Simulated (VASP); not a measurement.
Input of a VASP 6.6.1 run:

POSCAR

```
TiO2
1.0
    4.5969420351      0.0000000000      0.0000000000
    0.0000000000      4.5969420351      0.0000000000
    0.0000000000      0.0000000000      2.9535410999
Ti O
2 4
Direct
    0.0000000000      0.0000000000      0.0000000000
    0.5000000000      0.5000000000      0.5000000000
    0.3046313567      0.3046313567      0.0000000000
    0.1953686433      0.8046313567      0.5000000000
    0.6953686433      0.6953686433      0.0000000000
    0.8046313567      0.1953686433      0.5000000000
```

File INCAR.step1:

```
  PREC = Accurate
  ENCUT = 520
  ISMEAR = 0
  SIGMA = 0.02
  LREAL = F
  LASPH = T
  NELM = 60
  NBANDS = 33
  GGA = PE
  ALGO = Normal
  EDIFF = 1E-4
  LWAVE = T
  LCHARG = F
```

File INCAR.step2:

```
  PREC = Accurate
  ENCUT = 520
  EDIFF = 1E-7
  ISMEAR = 0
  SIGMA = 0.02
  LREAL = F
  LASPH = T
  NELM = 60
  ALGO = Normal
  ISIF = 2
  LWAVE = F
  LCHARG = F
  METAGGA = R2SCAN
  LMIXTAU = T
  NBANDS = 33
  ISTART = 1
```

File KPOINTS:

```
regular mesh
0
Gamma
  12 12 18
```

Potentials or basis: VASP PAW PBE potentials, release 64 (Ti_sv, O).

Launch:

```bash
$ cat potpaw_PBE.64/Ti_sv/POTCAR potpaw_PBE.64/O/POTCAR > POTCAR
$ cp INCAR.step1 INCAR
$ mpirun -np 1 vasp_std > vasp.out
$ cp INCAR.step2 INCAR
$ mpirun -np 1 vasp_std > vasp.out
```

(1) What does it give for the pressure?

(2) Estimate the largest force.

(3) What does it give for the band gap on the k mesh?

Results:

(1) 1.3 GPa.

(2) 0.036 eV/Å.

(3) 2.23 eV.

Caveat: the PAW data sets were made with another functional, which shifts forces and pressure a little.
